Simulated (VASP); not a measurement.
# MgO (Pm-3m) in VASP: settings compared

MgO is run at these levels: PBE, PBEsol; tasks: single point.

Everything below comes from runs of VASP 6.6.1. Logs are shortened: lines on timing, memory, paths and dates and some standing lists are left out, and cuts for length are marked.

**1. The cell of the first run**

Symmetry: Pm-3m, No. 221, cubic system. Conventional cell: a = 2.623 Å, b = 2.623 Å, c = 2.623 Å, α = 90.00°, β = 90.00°, γ = 90.00°. Mg (site symmetry m-3m) has 8 O at 2.27 Å and 6 Mg at 2.62 Å within 3.0 Å. Within 3.0 Å of O (site symmetry m-3m) lie 8 Mg at 2.27 Å and 6 O at 2.62 Å.

**2. Single point, PBE**

Contents of INCAR:

```
ALGO = Normal
EDIFF = 1E-6
ENCUT = 600
GGA = PE
GGA_COMPAT = F
ISIF = 2
ISMEAR = 0
LASPH = T
LCHARG = T
LELF = T
LREAL = F
LVHAR = T
LWAVE = F
NBANDS = 11
NELM = 120
PREC = Accurate
SIGMA = 0.01
```

Contents of KPOINTS:

```
k-points
0
Gamma
  4 4 4
```

Contents of POSCAR:

```
MgO
1.0
    2.6233491278      0.0000000000      0.0000000000
    0.0000000000      2.6233491278      0.0000000000
    0.0000000000      0.0000000000      2.6233491278
Mg O
1 1
Direct
    0.0000000000      0.0000000000      0.0000000000
    0.5000000000      0.5000000000      0.5000000000
```

Potentials or basis: VASP PAW PBE potentials, release 64 (Mg, O).

On the command line:

```bash
> cat potpaw_PBE.64/Mg/POTCAR potpaw_PBE.64/O/POTCAR > POTCAR
> mpirun -np 1 vasp_std > vasp.out
```

OUTCAR:

```text
EDIFF = 1E-6
   ENCUT = 600
   GGA = PE
   ISIF = 2
   ISMEAR = 0
   LASPH = T
   LREAL = F
   NELM = 120
   PREC = Accurate

 ion  position               nearest neighbor table
   1  0.000  0.000  0.000-   2 2.27   2 2.27   2 2.27   2 2.27   2 2.27   2 2.27   2 2.27   2 2.27

   2  0.500  0.500  0.500-   1 2.27   1 2.27   1 2.27   1 2.27   1 2.27   1 2.27   1 2.27   1 2.27

  LATTYP: Found a simple cubic cell.
 ALAT       =     2.6233491278

  Lattice vectors:

 A1 = (   2.6233491278,   0.0000000000,   0.0000000000)
 A2 = (   0.0000000000,   2.6233491278,   0.0000000000)
 A3 = (   0.0000000000,   0.0000000000,   2.6233491278)

Analysis of symmetry for initial positions (statically):
=====================================================================
 Subroutine PRICEL returns:
 Original cell was already a primitive cell.

 Routine SETGRP: Setting up the symmetry group for a
 simple cubic supercell.

 Subroutine GETGRP returns: Found 48 space group operations
 (whereof 48 operations were pure point group operations)
 out of a pool of 48 trial point group operations.

The static configuration has the point symmetry O_h .

Analysis of symmetry for dynamics (positions and initial velocities):
=====================================================================
 Subroutine PRICEL returns:
 Original cell was already a primitive cell.

 Routine SETGRP: Setting up the symmetry group for a
 simple cubic supercell.

 Subroutine GETGRP returns: Found 48 space group operations
 (whereof 48 operations were pure point group operations)
 out of a pool of 48 trial point group operations.

The dynamic configuration has the point symmetry O_h .

 Subroutine INISYM returns: Found 48 space group operations
 (whereof 48 operations are pure point group operations),
 and found     1 'primitive' translations

----------------------------------------------------------------------------------------

                                     Primitive cell

  volume of cell :      18.0538

  direct lattice vectors                    reciprocal lattice vectors
     2.623349128  0.000000000  0.000000000     0.381192114  0.000000000  0.000000000
     0.000000000  2.623349128  0.000000000     0.000000000  0.381192114  0.000000000
     0.000000000  0.000000000  2.623349128     0.000000000  0.000000000  0.381192114

  length of vectors
     2.623349128  2.623349128  2.623349128     0.381192114  0.381192114  0.381192114

  position of ions in fractional coordinates (direct lattice)
     0.000000000  0.000000000  0.000000000
[... 72 lines left out ...]
   TEBEG  =    0.0;   TEEND  =   0.0 temperature during run
   PSTRESS=    0.0 pullay stress
   NELECT =       8.0000    total number of electrons
   NUPDOWN=      -1.0000    fix difference up-down
   EMIN   =  10.00;   EMAX   =-10.00  energy-range for DOS
   EFERMI =   0.00;   METHOD = LEGACY
   ISMEAR =     0;   SIGMA  =   0.01  broadening in eV -4-tet -1-fermi 0-gaus
   EFERMI_NEDOS =   21; number of points for ismear=-14 and -15
   IALGO  =     38    algorithm
   IMIX   =      4    mixing-type and parameters
     AMIX     =   0.40;   BMIX     =  1.00
     AMIX_MAG =   1.60;   BMIX_MAG =  1.00
  volume/ion in A,a.u.               =       9.03        60.92
  Fermi-wavevector in a.u.,A,eV,Ry     =   1.248098  2.358563 21.194461  1.557749
  Thomas-Fermi vector in A             =   2.382200
   LORBIT       =      0    0 simple, 1 ext, 2 COOP (PROOUT), +10 PAW based schemes
   GGA     = PE    functional components
   LHFCALC =     F    Hartree Fock is set to
   AEXX    =    0.0000 exact exchange contribution
   IVDW    =     0    specifies the selected vdW correction
   LEPSILON=     F    determine dielectric tensor
   LRPA    =     F    only Hartree local field effects (RPA)
 non-spin polarized calculation
 Gauss-broadening in eV      SIGMA  =   0.01
  energy-cutoff  :      600.00
  volume of cell :       18.05
 maximum number of plane-waves:       624
 NGX is ok and might be reduce to    24
   NGX = 11   NGY = 11   NGZ = 11

 number of electron       8.0000002 magnetization

 Free energy of the ion-electron system (eV)
  ---------------------------------------------------
  ext. energy  EPLUGINS =         0.00000000
  ---------------------------------------------------
  free energy    TOTEN  =       -10.35089601 eV

  energy without entropy =      -10.35089601  energy(sigma->0) =      -10.35089601

 E-fermi :   5.3078     XC(G=0): -11.3595

 val. band max:        5.1643212203   @ k =   0.5000   0.5000   0.0000
 cond. band min:       7.7557781908   @ k =   0.0000   0.0000   0.0000
 fundamental gap:      2.5914569705
 Fermi energy:         5.3077986624

 k-point     1 :       0.0000    0.0000    0.0000
  band No.  band energies     occupation
      1     -13.4359      2.00000
      2       4.1394      2.00000
      3       4.1394      2.00000
      4       4.1394      2.00000
      5       7.7558      0.00000
      6      15.5988      0.00000
      7      15.5988      0.00000
      8      25.6153      0.00000
      9      25.6153      0.00000
     10      25.6153      0.00000
     11      32.7783      0.00000
[... 113 lines left out ...]
 k-point    10 :       0.5000    0.5000    0.5000
  band No.  band energies     occupation
      1     -10.4355      2.00000
      2       1.4801      2.00000
      3       1.4801      2.00000
      4       1.4801      2.00000
      5      12.6577      0.00000
      6      12.6577      0.00000
      7      12.6577      0.00000
      8      21.6214      0.00000
      9      24.1093      0.00000
     10      24.1093      0.00000
     11      24.1093      0.00000

------------------------ aborting loop because EDIFF is reached ----------------------------------------

  FORCE on cell =-STRESS in cart. coord.  units (eV):
  Direction    XX          YY          ZZ          XY          YZ          ZX
  --------------------------------------------------------------------------------------
  -------------------------------------------------------------------------------------
  Total        0.5921351      0.5921351      0.5921351     -0.0000000     -0.0000000      0.0000000
  in kB       52.5488351     52.5488351     52.5488351     -0.0000000     -0.0000000      0.0000000
  external PRESSURE =      52.5488351 kB  Pullay stress =       0.0000000 kB

 VOLUME and BASIS-vectors are now :
 -----------------------------------------------------------------------------
  energy-cutoff  :      600.00
  volume of cell :       18.05
      direct lattice vectors                 reciprocal lattice vectors
     2.623349128  0.000000000  0.000000000     0.381192114  0.000000000  0.000000000
     0.000000000  2.623349128  0.000000000     0.000000000  0.381192114  0.000000000
     0.000000000  0.000000000  2.623349128     0.000000000  0.000000000  0.381192114

 POSITION                                       TOTAL-FORCE (eV/Angst)
 -----------------------------------------------------------------------------------
      0.00000      0.00000      0.00000         0.000000      0.000000      0.000000
      1.31167      1.31167      1.31167         0.000000      0.000000      0.000000
 -----------------------------------------------------------------------------------
    total drift:                                0.000000     -0.000000     -0.000000

  FREE ENERGIE OF THE ION-ELECTRON SYSTEM (eV)
  ---------------------------------------------------
  free  energy   TOTEN  =       -10.3508960065 eV

  energy  without entropy=      -10.3508960065  energy(sigma->0) =      -10.35089601
```

OSZICAR:

```text
N       E                     dE             d eps       ncg     rms          rms(c)
DAV:   1     0.130668537140E+02    0.13067E+02   -0.48252E+03   260   0.713E+02
DAV:   2    -0.115930658773E+02   -0.24660E+02   -0.24060E+02   252   0.138E+02
DAV:   3    -0.120267638873E+02   -0.43370E+00   -0.43344E+00   253   0.154E+01
DAV:   4    -0.120278189878E+02   -0.10551E-02   -0.10551E-02   238   0.820E-01
DAV:   5    -0.120278222514E+02   -0.32637E-05   -0.32637E-05   255   0.441E-02    0.708E+00
DAV:   6    -0.104173033478E+02    0.16105E+01   -0.83152E+00   220   0.160E+01    0.218E+00
DAV:   7    -0.103773958814E+02    0.39907E-01   -0.62657E-02   223   0.224E+00    0.132E+00
DAV:   8    -0.103512341139E+02    0.26162E-01   -0.37713E-02   228   0.198E+00    0.231E-01
DAV:   9    -0.103509770969E+02    0.25702E-03   -0.31731E-04   241   0.133E-01    0.149E-01
DAV:  10    -0.103508976231E+02    0.79474E-04   -0.30987E-04   229   0.149E-01    0.915E-03
DAV:  11    -0.103508961207E+02    0.15024E-05   -0.50630E-06   235   0.156E-02    0.311E-03
DAV:  12    -0.103508960065E+02    0.11420E-06   -0.14695E-07   110   0.360E-03
   1 F= -.10350896E+02 E0= -.10350896E+02  d E =-.104586E-92
```

stdout:

```text
POSCAR found type information on POSCAR MgO
 POSCAR found :  2 types and       2 ions
 scaLAPACK will be used
 LDA part: xc-table for (Slater+PW92), standard interpolation
 POSCAR, INCAR and KPOINTS ok, starting setup
 FFT: planning ... GRIDC
 FFT: planning ... GRID_SOFT
 FFT: planning ... GRID
 WAVECAR not read
 entering main loop
```

Run time: 5.6 s. Hardware: 1 thread of Intel Xeon 8259CL, shared host; peak memory 0.14 GiB.

Results:

| Item | Value |
| --- | --- |
| Free energy | -10.3509 eV |
| Pressure | 5.3 GPa |
| Band gap on the k mesh | 2.59 eV, indirect (least direct gap 3.62 eV) |

Caveat: the k points lie up to 0.60 Å⁻¹ apart. A k mesh can miss the band edges.

**3. Single point, PBEsol**

Contents of INCAR:

```
ALGO = Normal ; EDIFF = 1E-6
ENCUT = 600 ; GGA = PS
GGA_COMPAT = F ; ISIF = 2
ISMEAR = 0 ; LASPH = T
LCHARG = F ; LREAL = F
LWAVE = F ; NBANDS = 11
NELM = 120 ; PREC = Accurate
SIGMA = 0.01
```

Contents of KPOINTS:

```
k-points
0
Gamma
  6 6 6
```

POSCAR is that of step 2.

Potentials or basis: VASP PAW PBE potentials, release 64 (Mg, O).

On the command line:

```bash
> cat potpaw_PBE.64/Mg/POTCAR potpaw_PBE.64/O/POTCAR > POTCAR
> mpirun -np 1 vasp_std > vasp.out
```

Run time: 6.5 s. Hardware: 1 thread of Intel Xeon 8259CL, shared host; peak memory 0.14 GiB.

The run converged. Its results:

```
Free energy            : -11.0267 eV
Pressure               : 1.0 GPa
Band gap on the k mesh : 2.57 eV, indirect (least direct gap 3.60 eV)
```

Levels at points of the mesh, in eV from the valence-band top:
| k point | band 1 | band 2 | band 3 | band 4 | band 5 | band 6 | band 7 | band 8 |
| --- | --- | --- | --- | --- | --- | --- | --- | --- |
| (0.00, 0.00, 0.00) | -18.55 | -1.03 | -1.03 | -1.03 | 2.57 | 10.29 | 10.29 | 20.39 |
| (0.50, 0.00, 0.00) | -17.27 | -6.64 | -0.58 | -0.58 | 7.01 | 9.50 | 14.44 | 17.31 |
| (0.50, 0.50, 0.00) | -16.37 | -4.82 | -4.82 | 0.00 | 4.88 | 12.20 | 12.20 | 13.30 |
| (0.50, 0.50, 0.50) | -15.49 | -3.72 | -3.72 | -3.72 | 7.40 | 7.40 | 7.40 | 16.50 |

Caveat: the PAW data sets were made with another functional, which shifts forces and pressure a little. A k mesh can miss the band edges.
